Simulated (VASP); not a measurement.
# TiC (TiC (100), 1 layers) in VASP: notebook, part 2 of 2

VASP 6.6.1.

## (3) Single point, PBE

INCAR reads:

```
SYSTEM = TiC
PREC = Accurate
ENCUT = 520
EDIFF = 1E-6
ISMEAR = -1
SIGMA = 0.05
LREAL = .False.
LASPH = .True.
NELM = 60
ALGO = Normal
ISIF = 2
LWAVE = .False.
LCHARG = .False.
LDIPOL = .True.
IDIPOL = 3
DIPOL = 0.5 0.5 0.500
GGA = PE
NBANDS = 15
```

KPOINTS reads:

```
regular mesh
0
Gamma
  13 13 1
  0 0 0
```

POSCAR reads:

```
TiC
1.0
    3.0637012665      0.0000000000      0.0000000000
    0.0000000000      3.0637012665      0.0000000000
    0.0000000000      0.0000000000     16.0000000000
Ti C
1 1
Direct
    0.2500000000      0.2500000000      0.5000000000
    0.7500000000      0.7500000000      0.5000000000
```

Potentials or basis: VASP PAW PBE potentials, release 64 (Ti_sv, C).

Run with:

```
$ cat potpaw_PBE.64/Ti_sv/POTCAR potpaw_PBE.64/C/POTCAR > POTCAR
$ mpirun -np 1 vasp_std > vasp.out
```

OUTCAR:

```text
SYSTEM = TiC
   PREC = Accurate
   ENCUT = 520
   EDIFF = 1E-6
   ISMEAR = -1
   LREAL = .False.
   LASPH = .True.
   NELM = 60
   ISIF = 2
   GGA = PE

 ion  position               nearest neighbor table
   1  0.250  0.250  0.500-   2 2.17   2 2.17   2 2.17   2 2.17
   2  0.750  0.750  0.500-   1 2.17   1 2.17   1 2.17   1 2.17

  LATTYP: Found a simple tetragonal cell.
 ALAT       =     3.0637012665
 C/A-ratio  =     5.2224412918

  Lattice vectors:

 A1 = (   3.0637012665,   0.0000000000,   0.0000000000)
 A2 = (   0.0000000000,   3.0637012665,   0.0000000000)
 A3 = (   0.0000000000,   0.0000000000,  16.0000000000)

Analysis of symmetry for initial positions (statically):
=====================================================================
 Subroutine PRICEL returns:
 Original cell was already a primitive cell.

 Routine SETGRP: Setting up the symmetry group for a
 simple tetragonal supercell.

 Subroutine GETGRP returns: Found 16 space group operations
 (whereof  4 operations were pure point group operations)
 out of a pool of 16 trial point group operations.

The static configuration has the point symmetry C_2v.
 The point group associated with its full space group is D_4h.

Analysis of symmetry for dynamics (positions and initial velocities):
=====================================================================
 Subroutine PRICEL returns:
 Original cell was already a primitive cell.

 Routine SETGRP: Setting up the symmetry group for a
 simple tetragonal supercell.

 Subroutine GETGRP returns: Found 16 space group operations
 (whereof  4 operations were pure point group operations)
 out of a pool of 16 trial point group operations.

The dynamic configuration has the point symmetry C_2v.
 The point group associated with its full space group is D_4h.

 Subroutine INISYM returns: Found 16 space group operations
 (whereof  4 operations are pure point group operations),
 and found     1 'primitive' translations

----------------------------------------------------------------------------------------

                                     Primitive cell

  volume of cell :     150.1802

  direct lattice vectors                    reciprocal lattice vectors
     3.063701266  0.000000000  0.000000000     0.326402581  0.000000000  0.000000000
     0.000000000  3.063701266  0.000000000     0.000000000  0.326402581  0.000000000
     0.000000000  0.000000000 16.000000000     0.000000000  0.000000000  0.062500000

  length of vectors
     3.063701266  3.063701266 16.000000000     0.326402581  0.326402581  0.062500000

  position of ions in fractional coordinates (direct lattice)
     0.250000000  0.250000000  0.500000000
     0.750000000  0.750000000  0.500000000

  ion indices of the primitive-cell ions
   primitive index   ion index
                 1           1
                 2           2

----------------------------------------------------------------------------------------

 KPOINTS: regular mesh

Automatic generation of k-mesh.
 Grid dimensions read from file:
 generate k-points for:   13   13    1

 Generating k-lattice:

  Cartesian coordinates                     Fractional coordinates (reciprocal lattice)
     0.025107891  0.000000000  0.000000000     0.076923077  0.000000000  0.000000000
     0.000000000  0.025107891  0.000000000     0.000000000  0.076923077  0.000000000
     0.000000000  0.000000000  0.062500000     0.000000000  0.000000000  1.000000000
[... 49 lines left out ...]
   ISTART =      0    job   : 0-new  1-cont  2-samecut
   ICHARG =      2    charge: 1-file 2-atom 10-const
   ISPIN  =      1    spin polarized calculation?
   LNONCOLLINEAR =      F non collinear calculations
   LSORBIT =      F    spin-orbit coupling
   LASPH  =      T    aspherical Exc in radial PAW
   ENCUT  =  520.0 eV  38.22 Ry    6.18 a.u.   5.70  5.70 29.75*2*pi/ulx,y,z
   NELM   =     60;   NELMIN=  2; NELMDL= -5     # of ELM steps
   EDIFF  = 0.1E-05   stopping-criterion for ELM
   LREAL  =      F    real-space projection
   EDIFFG = 0.1E-04   stopping-criterion for IOM
   NSW    =      0    number of steps for IOM
   IBRION =     -1    ionic relax: 0-MD 1-quasi-New 2-CG
   NFREE  =      0    steps in history (QN), initial steepest desc. (CG)
   ISIF   =      2    stress and relaxation
   ISYM   =      2    0-nonsym 1-usesym 2-fastsym
   POTIM  = 0.5000    time-step for ionic-motion
   TEBEG  =    0.0;   TEEND  =   0.0 temperature during run
   PSTRESS=    0.0 pullay stress
   NELECT =      16.0000    total number of electrons
   NUPDOWN=      -1.0000    fix difference up-down
   EMIN   =  10.00;   EMAX   =-10.00  energy-range for DOS
   EFERMI =   0.00;   METHOD = LEGACY
   ISMEAR =    -1;   SIGMA  =   0.05  broadening in eV -4-tet -1-fermi 0-gaus
   EFERMI_NEDOS =   21; number of points for ismear=-14 and -15
   IALGO  =     38    algorithm
   IMIX   =      4    mixing-type and parameters
     AMIX     =   0.40;   BMIX     =  1.00
     AMIX_MAG =   1.60;   BMIX_MAG =  1.00
  volume/ion in A,a.u.               =      75.09       506.73
  Fermi-wavevector in a.u.,A,eV,Ry     =   0.776087  1.466592  8.194945  0.602311
  Thomas-Fermi vector in A             =   1.878491
   LORBIT       =      0    0 simple, 1 ext, 2 COOP (PROOUT), +10 PAW based schemes
   GGA     = PE    functional components
   LHFCALC =     F    Hartree Fock is set to
   AEXX    =    0.0000 exact exchange contribution
   IVDW    =     0    specifies the selected vdW correction
   LEPSILON=     F    determine dielectric tensor
   LRPA    =     F    only Hartree local field effects (RPA)
 non-spin polarized calculation
  energy-cutoff  :      520.00
  volume of cell :      150.18
 maximum number of plane-waves:      4074
 NGX is ok and might be reduce to    24
   NGX = 11   NGY = 11   NGZ = 59

 dipolmoment           0.000000      0.000000     -0.000000 electrons x Angstroem

 number of electron      16.0000003 magnetization

 dipolmoment           0.000000      0.000000      0.000000 electrons x Angstroem

 Free energy of the ion-electron system (eV)
  ---------------------------------------------------
  ext. energy  EPLUGINS =         0.00000000
  ---------------------------------------------------
  free energy    TOTEN  =       -16.17591375 eV

  energy without entropy =      -16.16901340  energy(sigma->0) =      -16.17246358

 E-fermi :  -1.8544     XC(G=0):  -2.9206

 val. band max:       -1.9138978504   @ k =   0.0769   0.0000   0.0000
 cond. band min:      -1.7771837924   @ k =   0.1538   0.0000   0.0000
 fundamental gap:      0.1367140579
 Fermi energy:        -1.8543976380

 k-point     1 :       0.0000    0.0000    0.0000
  band No.  band energies     occupation
      1     -59.1174      2.00000
      2     -35.8393      2.00000
      3     -34.9843      2.00000
      4     -34.9843      2.00000
      5     -12.1630      2.00000
      6      -3.7467      2.00000
      7      -2.3632      1.99992
      8      -1.9585      1.77812
      9      -0.4634      0.00000
     10      -0.4634      0.00000
     11      -0.3385      0.00000
     12      -0.3385      0.00000
     13       0.1835      0.00000
     14       1.4550      0.00000
[... 401 lines left out ...]
      2     -35.8065      2.00000
      3     -35.1713      2.00000
      4     -35.1169      2.00000
      5     -10.6196      2.00000
      6      -4.5851      2.00000
      7      -3.4553      2.00000
      8      -3.1579      2.00000
      9      -1.3439      0.00007
     10      -0.7904      0.00000
     11       0.7946      0.00000
     12       1.5663      0.00000
     13       3.4609      0.00000
     14       4.1456      0.00000
     15       4.8214      0.00000

 [... further k-points ...]

------------------------ aborting loop because EDIFF is reached ----------------------------------------

 vacuum level on the upper side and lower side of the slab       (xc-potential included)        -0.133        -0.133

  FORCE on cell =-STRESS in cart. coord.  units (eV):
  Direction    XX          YY          ZZ          XY          YZ          ZX
  --------------------------------------------------------------------------------------
  -------------------------------------------------------------------------------------
  Total       -5.0620491     -5.0620491     -0.0100295     -0.0000000      0.0000000      0.0000000
  in kB      -54.0037751    -54.0037751     -0.1069980     -0.0000000      0.0000000      0.0000000
  external PRESSURE =     -36.0381828 kB  Pullay stress =       0.0000000 kB

 VOLUME and BASIS-vectors are now :
 -----------------------------------------------------------------------------
  energy-cutoff  :      520.00
  volume of cell :      150.18
      direct lattice vectors                 reciprocal lattice vectors
     3.063701266  0.000000000  0.000000000     0.326402581  0.000000000  0.000000000
     0.000000000  3.063701266  0.000000000     0.000000000  0.326402581  0.000000000
     0.000000000  0.000000000 16.000000000     0.000000000  0.000000000  0.062500000

 POSITION                                       TOTAL-FORCE (eV/Angst)
 -----------------------------------------------------------------------------------
      0.76593      0.76593      8.00000        -0.000000      0.000000      0.000000
      2.29778      2.29778      8.00000         0.000000     -0.000000      0.000000
 -----------------------------------------------------------------------------------
    total drift:                                0.000000      0.000000      0.000000

  FREE ENERGIE OF THE ION-ELECTRON SYSTEM (eV)
  ---------------------------------------------------
  free  energy   TOTEN  =       -16.1759137538 eV

  energy  without entropy=      -16.1690133977  energy(sigma->0) =      -16.17246358

 vacuum level on the upper side and lower side of the slab         1.776         1.776
```

stdout:

```text
POSCAR found type information on POSCAR TiC
 POSCAR found :  2 types and       2 ions
 scaLAPACK will be used
 LDA part: xc-table for (Slater+PW92), standard interpolation
 POSCAR, INCAR and KPOINTS ok, starting setup
 FFT: planning ... GRIDC
 FFT: planning ... GRID_SOFT
 FFT: planning ... GRID
 WAVECAR not read
 entering main loop
```

It took 66 s on 1 thread of AMD EPYC 9R45 (Zen 5), shared host; peak memory 0.23 GiB.

What came out:

```yaml
Free_energy: -16.1759 eV
Band_gap_on_the_k_mesh: 0.14 eV, indirect (least direct gap 0.20 eV)
```

Levels at points of the mesh, in eV from the valence-band top:
| k point | band 6 | band 7 | band 8 | band 9 | band 10 | band 11 |
| --- | --- | --- | --- | --- | --- | --- |
| (0.00, 0.00, 0.00) | -1.83 | -0.45 | -0.04 | 1.45 | 1.45 | 1.58 |

## (4) Single point, PBE

INCAR reads:

```
PREC     = Accurate       # precision mode
ENCUT    = 520            # plane-wave cutoff, eV
EDIFF    = 1E-7           # SCF threshold, eV
ISMEAR   = -1             # smearing method
SIGMA    = 0.05           # smearing width, eV
LREAL    = False          # projectors in reciprocal space
LASPH    = True           # aspherical terms in the spheres
NELM     = 80             # most SCF steps
ALGO     = Normal         # electronic algorithm
ISIF     = 2              # what is computed and relaxed
LWAVE    = False          # write WAVECAR
LCHARG   = False          # write CHGCAR
LDIPOL   = True         
IDIPOL   = 3            
DIPOL    = 0.5 0.5 0.500
GGA      = PE             # functional
EFIELD   = -0.2         
NBANDS   = 15             # bands
```

KPOINTS reads:

```
Automatic mesh
0
Gamma
  13 13 1
```

POSCAR is that of step 3.

Run with:

```
$ cat potpaw_PBE.64/Ti_sv/POTCAR potpaw_PBE.64/C/POTCAR > POTCAR
$ mpirun -np 1 vasp_std > vasp.out
```

Wall time 66 s (1 thread of AMD EPYC 9R45 (Zen 5), shared host); peak memory 0.23 GiB.

The run converged. Its results:

| Item | Value |
| --- | --- |
| Free energy | -16.1794 eV |
| Largest force | 0.046 eV/Å |
| Band gap on the k mesh | 0.14 eV, indirect (least direct gap 0.20 eV) |

Forces in eV/Å, atoms in the order of the input:
```
Ti   0.000  0.000  0.046
C    0.000  0.000 -0.046
```

Levels at points of the mesh, in eV from the valence-band top:
```csv
k point,band 5,band 6,band 7,band 8,band 9,band 10,band 11,band 12
"(0.00, 0.00, 0.00)",-10.25,-1.83,-0.45,-0.04,1.45,1.45,1.58,1.58
```
